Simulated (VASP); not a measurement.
# BP (F-43m) in VASP: a series of runs, part 2 of 2

VASP 6.6.1. The steps go on from the part before.

## Step 4: Single point, HSE06

This run uses another cell than the first one, of 11.60 Å³/atom, 0.993 times its volume.

Contents of POSCAR:

```
BP
1.0
    0.0000000000      2.2635433886      2.2635433886
    2.2635433886      0.0000000000      2.2635433886
    2.2635433886      2.2635433886      0.0000000000
P B
1 1
Direct
    0.7500000000      0.7500000000      0.7500000000
    0.0000000000      0.0000000000      0.0000000000
```

Contents of INCAR.step1:

```
PREC     = Accurate       # precision mode
ENCUT    = 520            # plane-wave cutoff, eV
EDIFF    = 1E-5           # SCF threshold, eV
ISMEAR   = -1             # smearing method
SIGMA    = 0.05           # smearing width, eV
LREAL    = False          # projectors in reciprocal space
LASPH    = True           # aspherical terms in the spheres
NELM     = 80             # most SCF steps
ALGO     = Normal         # electronic algorithm
ISIF     = 2              # what is computed and relaxed
LWAVE    = True           # write WAVECAR
LCHARG   = False          # write CHGCAR
GGA      = PE             # functional
NBANDS   = 11             # bands
```

Contents of INCAR.step2:

```
PREC     = Accurate       # precision mode
ENCUT    = 520            # plane-wave cutoff, eV
EDIFF    = 1E-6           # SCF threshold, eV
ISMEAR   = -1             # smearing method
SIGMA    = 0.05           # smearing width, eV
LREAL    = False          # projectors in reciprocal space
LASPH    = True           # aspherical terms in the spheres
NELM     = 80             # most SCF steps
ALGO     = Normal         # electronic algorithm
ISIF     = 2              # what is computed and relaxed
LWAVE    = False          # write WAVECAR
LCHARG   = False          # write CHGCAR
GGA      = PE             # functional
LHFCALC  = True           # exact exchange
HFSCREEN = 0.2079         # screening, 1/A
PRECFOCK = Normal       
ISTART   = 1            
NBANDS   = 11             # bands
```

Contents of KPOINTS:

```
regular mesh
0
Gamma
  5 5 5
```

Potentials or basis: VASP PAW PBE potentials, release 64 (P, B).

Run with:

```sh
cat potpaw_PBE.64/P/POTCAR potpaw_PBE.64/B/POTCAR > POTCAR
cp INCAR.step1 INCAR
mpirun -np 1 vasp_std > vasp.out
cp INCAR.step2 INCAR
mpirun -np 1 vasp_std > vasp.out
```

Run time: 68 s. Hardware: 1 thread of Intel Xeon 6975P-C (Granite Rapids), shared host; peak memory 0.24 GiB.

It converged, with:

```yaml
Free_energy: -14.7922 eV
Pressure: -0.6 GPa
Band_gap_on_the_k_mesh: 1.97 eV, indirect (least direct gap 4.35 eV)
```

Levels at points of the mesh, in eV from the valence-band top:
```csv
k point,band 2,band 3,band 4,band 5,band 6,band 7
"(0.00, 0.00, 0.00)",0.00,0.00,0.00,4.35,4.35,4.35
```

Caveat: the k points lie up to 0.48 Å⁻¹ apart; the PAW data sets were made with another functional, which shifts forces and pressure a little. A k mesh can miss the band edges.

## Step 5: Single point, PBE-based screened hybrid

Contents of POSCAR:

```
BP
1.0
    0.0000000000      2.2690000000      2.2690000000
    2.2690000000      0.0000000000      2.2690000000
    2.2690000000      2.2690000000      0.0000000000
P B
1 1
Direct
    0.7500000000      0.7500000000      0.7500000000
    0.0000000000      0.0000000000      0.0000000000
```

Contents of INCAR.step1:

```
SYSTEM = BP
ALGO     = Normal         ! electronic algorithm
EDIFF    = 1E-5           ! SCF threshold, eV
ENCUT    = 520            ! plane-wave cutoff, eV
GGA      = PE             ! functional
ISIF     = 2              ! what is computed and relaxed
ISMEAR   = -1             ! smearing method
LASPH    = .TRUE.         ! aspherical terms in the spheres
LREAL    = .FALSE.        ! projectors in reciprocal space
LWAVE    = .TRUE.         ! write WAVECAR
NBANDS   = 11             ! bands
NELM     = 80             ! most SCF steps
PREC     = Accurate       ! precision mode
SIGMA    = 0.05           ! smearing width, eV
```

Contents of INCAR.step2:

```
SYSTEM = BP
AEXX     = 0.25           ! exact-exchange fraction
ALGO     = Normal         ! electronic algorithm
EDIFF    = 1E-6           ! SCF threshold, eV
ENCUT    = 520            ! plane-wave cutoff, eV
GGA      = PE             ! functional
HFSCREEN = 0.3            ! screening, 1/A
ISIF     = 2              ! what is computed and relaxed
ISMEAR   = -1             ! smearing method
ISTART   = 1            
LASPH    = .TRUE.         ! aspherical terms in the spheres
LCHARG   = .TRUE.         ! write CHGCAR
LELF     = .TRUE.         ! ELF
LHFCALC  = .TRUE.         ! exact exchange
LREAL    = .FALSE.        ! projectors in reciprocal space
LVHAR    = .TRUE.       
LWAVE    = .FALSE.        ! write WAVECAR
NBANDS   = 11             ! bands
NELM     = 80             ! most SCF steps
PREC     = Accurate       ! precision mode
PRECFOCK = Normal       
SIGMA    = 0.05           ! smearing width, eV
```

Contents of KPOINTS:

```
k-points
0
G
  5 5 5
  0 0 0
```

Potentials or basis: VASP PAW PBE potentials, release 64 (P, B).

Run with:

```sh
cat potpaw_PBE.64/P/POTCAR potpaw_PBE.64/B/POTCAR > POTCAR
cp INCAR.step1 INCAR
mpirun -np 1 vasp_std > vasp.out
cp INCAR.step2 INCAR
mpirun -np 1 vasp_std > vasp.out
```

OUTCAR:

```text
SYSTEM = BP
   AEXX = 0.25
   EDIFF = 1E-6
   ENCUT = 520
   GGA = PE
   HFSCREEN = 0.3
   ISIF = 2
   ISMEAR = -1
   ISTART = 1
   LASPH = .TRUE.
   LHFCALC = .TRUE.
   LREAL = .FALSE.
   NELM = 80
   PREC = Accurate
   PRECFOCK = Normal

 ion  position               nearest neighbor table
   1  0.750  0.750  0.750-   2 1.97   2 1.97   2 1.97   2 1.97
   2  0.000  0.000  0.000-   1 1.97   1 1.97   1 1.97   1 1.97

  LATTYP: Found a face centered cubic cell.
 ALAT       =     4.5380000000

  Lattice vectors:

 A1 = (   0.0000000000,   2.2690000000,   2.2690000000)
 A2 = (   2.2690000000,   0.0000000000,   2.2690000000)
 A3 = (   2.2690000000,   2.2690000000,   0.0000000000)

Analysis of symmetry for initial positions (statically):
=====================================================================
 Subroutine PRICEL returns:
 Original cell was already a primitive cell.

 Routine SETGRP: Setting up the symmetry group for a
 face centered cubic supercell.

 Subroutine GETGRP returns: Found 24 space group operations
[... 164 lines left out ...]
 k-point     1 :       0.0000    0.0000    0.0000
  band No.  band energies     occupation
      1      -9.8663      2.00000
      2       7.1072      2.00000
      3       7.1072      2.00000
      4       7.1072      2.00000
      5      11.2585      0.00000
      6      11.2585      0.00000
      7      11.2585      0.00000
      8      15.5769      0.00000
      9      19.5014      0.00000
     10      20.3235      0.00000
     11      20.3235      0.00000
[... 113 lines left out ...]
 k-point    10 :      -0.4000    0.4000    0.2000
  band No.  band energies     occupation
      1      -5.1809      2.00000
      2      -1.1445      2.00000
      3       1.0073      2.00000
      4       2.4822      2.00000
      5      12.4795      0.00000
      6      13.5742      0.00000
      7      14.8474      0.00000
      8      18.8782      0.00000
      9      19.8111      0.00000
     10      22.9380      0.00000
     11      26.5430      0.00000

------------------------ aborting loop because EDIFF is reached ----------------------------------------

  FORCE on cell =-STRESS in cart. coord.  units (eV):
  Direction    XX          YY          ZZ          XY          YZ          ZX
  --------------------------------------------------------------------------------------
  -------------------------------------------------------------------------------------
  Total       -0.2221507     -0.2221507     -0.2221507      0.0000000      0.0000000      0.0000000
  in kB      -15.2343773    -15.2343773    -15.2343773      0.0000000      0.0000000      0.0000000
  external PRESSURE =     -15.2343773 kB  Pullay stress =       0.0000000 kB

 VOLUME and BASIS-vectors are now :
 -----------------------------------------------------------------------------
  energy-cutoff  :      520.00
  volume of cell :       23.36
      direct lattice vectors                 reciprocal lattice vectors
     0.000000000  2.269000000  2.269000000    -0.220361393  0.220361393  0.220361393
     2.269000000  0.000000000  2.269000000     0.220361393 -0.220361393  0.220361393
     2.269000000  2.269000000  0.000000000     0.220361393  0.220361393 -0.220361393

 POSITION                                       TOTAL-FORCE (eV/Angst)
 -----------------------------------------------------------------------------------
      3.40350      3.40350      3.40350        -0.000000     -0.000000     -0.000000
      0.00000      0.00000      0.00000         0.000000      0.000000      0.000000
 -----------------------------------------------------------------------------------
    total drift:                               -0.000000     -0.000000     -0.000000

  FREE ENERGIE OF THE ION-ELECTRON SYSTEM (eV)
  ---------------------------------------------------
  free  energy   TOTEN  =       -14.4368908307 eV

  energy  without entropy=      -14.4368908286  energy(sigma->0) =      -14.43689083
```

Wall time 71 s (1 thread of Intel Xeon 6975P-C (Granite Rapids), shared host); peak memory 0.23 GiB.

What came out:

```yaml
Free_energy: -14.4369 eV
Pressure: -1.5 GPa
Band_gap_on_the_k_mesh: 1.79 eV, indirect (least direct gap 4.15 eV)
```

Caveat: the k points lie up to 0.48 Å⁻¹ apart; the PAW data sets were made with another functional, which shifts forces and pressure a little.

## Step 6: The runs side by side

| task | level | potentials or basis | cell | k mesh | cutoff (eV) | grid for exact exchange (PRECFOCK) | screening parameter | share of exact exchange | gap on the mesh (eV) | pressure (GPa) | relaxed volume (Å³/atom) |
| --- | --- | --- | --- | --- | --- | --- | --- | --- | --- | --- | --- |
| relaxation of cell and atoms | PBE | VASP PAW PBE potentials, release 64 (P, B) | relaxed from a = 3.209 Å, angles 60.0°, 2 atoms | 10 × 10 × 10 | 600 | - | - | - | 1.25 | 0.0 | 11.75 |
| relaxation of cell and atoms | LDA | VASP PAW LDA potentials, release 64 (P, B) | relaxed from a = 3.209 Å, angles 60.0°, 2 atoms | 10 × 10 × 10 | 600 | - | - | - | 1.15 | 0.0 | 11.31 |
| single point | HSE06 | VASP PAW PBE potentials, release 64 (P, B) | a = 3.201 Å, angles 60.0°, 2 atoms | 5 × 5 × 5 | 520 | Normal | 0.2079 1/Å | - | 1.97 | -0.6 | - |
| single point | PBE-based screened hybrid | VASP PAW PBE potentials, release 64 (P, B) | a = 3.209 Å, angles 60.0°, 2 atoms | 5 × 5 × 5 | 520 | Normal | 0.3 1/Å | 0.25 | 1.79 | -1.5 | - |

Alike in all rows: no spin polarisation; smearing fermi-dirac 0.05 eV.

Caveats: some runs use coarse meshes; the PAW data sets were made with another functional, which shifts forces and pressure a little (some runs).

Total energies depend on the potentials used, so only differences within one code and one set of settings carry meaning.
